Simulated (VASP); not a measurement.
SnSe2: single point with PBE

Crystal: SnSe2.

```xyz
6
Lattice="6.5112 0.0000 0.0000 0.0000 6.5112 0.0000 0.0000 0.0000 3.9721" Properties=species:S:1:pos:R:3 pbc="T T T"
Sn    0.0000    0.0000    0.0000
Sn    3.2556    3.2556    1.9860
Se    1.9990    1.9990    0.0000
Se    1.2566    5.2546    1.9860
Se    5.2546    1.2566    1.9860
Se    4.5123    4.5123    0.0000
```

This cell differs from its parent crystal: volume changed by -3%.

```json
{"Program": "VASP 6.6.1", "Task": "single point", "Functional": "PBE", "Potentials or basis": "VASP PAW PBE potentials, release 64 (Sn_d, Se)", "Cutoff": "520 eV", "k mesh": "4 × 4 × 6", "Occupations": "fermi-dirac, width 0.02 eV", "Spin": "no spin polarisation"}
```

```yaml
Pressure: 1.7 GPa
Largest_force: 0.117 eV/Å
Band_gap_on_the_k_mesh: zero (band 26 reaches 3.79 eV, above the bottom of band 27 at 3.74 eV)
```

Forces in eV/Å, atoms in the order of the input:
```
Sn   0.000  0.000  0.000
Sn   0.000  0.000  0.000
Se  -0.083 -0.083  0.000
Se   0.083 -0.083  0.000
Se  -0.083  0.083  0.000
Se   0.083  0.083  0.000
```

Stress tensor (GPa, compression positive):
```
1.51 0.00 0.00
0.00 1.51 0.00
0.00 0.00 2.07
```

Levels at points of the mesh, in eV from the Fermi level:
```tsv
k point	band 24	band 25	band 26	band 27	band 28	band 29
(0.00, 0.00, 0.00)	-1.05	-0.44	-0.44	0.26	1.27	2.41
(0.50, 0.00, 0.00)	-0.93	-0.64	-0.64	0.50	0.50	3.08
(0.50, 0.50, 0.00)	-1.10	-1.09	-1.09	0.53	0.53	3.53
(0.00, 0.00, 0.50)	-1.39	-1.33	-1.33	0.75	0.75	4.54
(0.50, 0.00, 0.50)	-0.88	-0.85	-0.85	1.37	1.37	2.00
(0.50, 0.50, 0.50)	-1.02	-0.74	-0.74	0.24	0.24	4.23
```

It took 98 s on 1 thread of Intel(R) Xeon(R) Platinum 8259CL CPU @ 2.50GHz (Skylake/Cascade Lake), with other jobs on the host, peak memory 0.32 GiB.

Caveat: spin-orbit coupling is left out, which moves the levels of the heavy elements.
